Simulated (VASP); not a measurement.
Here is a VASP 6.6.1 calculation.

Contents of POSCAR:

```
K3SBr
1.0
    5.9551474468      0.0000000000      0.0000000000
    0.0000000000      5.9551474468      0.0000000000
    0.0000000000      0.0000000000      5.9551474468
Br S K
1 1 3
Direct
    0.0000000000      0.0000000000      0.0000000000
    0.5000000000      0.5000000000      0.5000000000
    0.5000000000      0.5000000000      0.0000000000
    0.5000000000      0.0000000000      0.5000000000
    0.0000000000      0.5000000000      0.5000000000
```

File INCAR.step1:

```
SYSTEM = K3SBr
PREC = Accurate
ENCUT = 520
ISMEAR = 0
SIGMA = 0.01
LREAL = .False.
LASPH = .True.
NELM = 100
NBANDS = 28
GGA = PE
ALGO = Normal
EDIFF = 1E-4
LWAVE = .True.
LCHARG = .False.
```

INCAR.step2

```
SYSTEM = K3SBr
PREC = Accurate
ENCUT = 520
EDIFF = 1E-6
ISMEAR = 0
SIGMA = 0.01
LREAL = .False.
LASPH = .True.
NELM = 100
ALGO = Normal
ISIF = 2
LWAVE = .False.
LCHARG = .False.
METAGGA = R2SCAN
LMIXTAU = .True.
NBANDS = 28
ISTART = 1
```

Contents of KPOINTS:

```
regular mesh
0
Gamma
  4 4 4
  0 0 0
```

Potentials or basis: VASP PAW PBE potentials, release 64 (Br, S, K_sv).

Launch:

```console
$ cat potpaw_PBE.64/Br/POTCAR potpaw_PBE.64/S/POTCAR potpaw_PBE.64/K_sv/POTCAR > POTCAR
$ cp INCAR.step1 INCAR
$ mpirun -np 1 vasp_std > vasp.out
$ cp INCAR.step2 INCAR
$ mpirun -np 1 vasp_std > vasp.out
```

(1) Predict the band gap on the k mesh.

(2) Predict the pressure.

## Answers

(1) 2.15 eV.

(2) 0.0 GPa.

Caveat: the PAW data sets were made with another functional, which shifts forces and pressure a little.
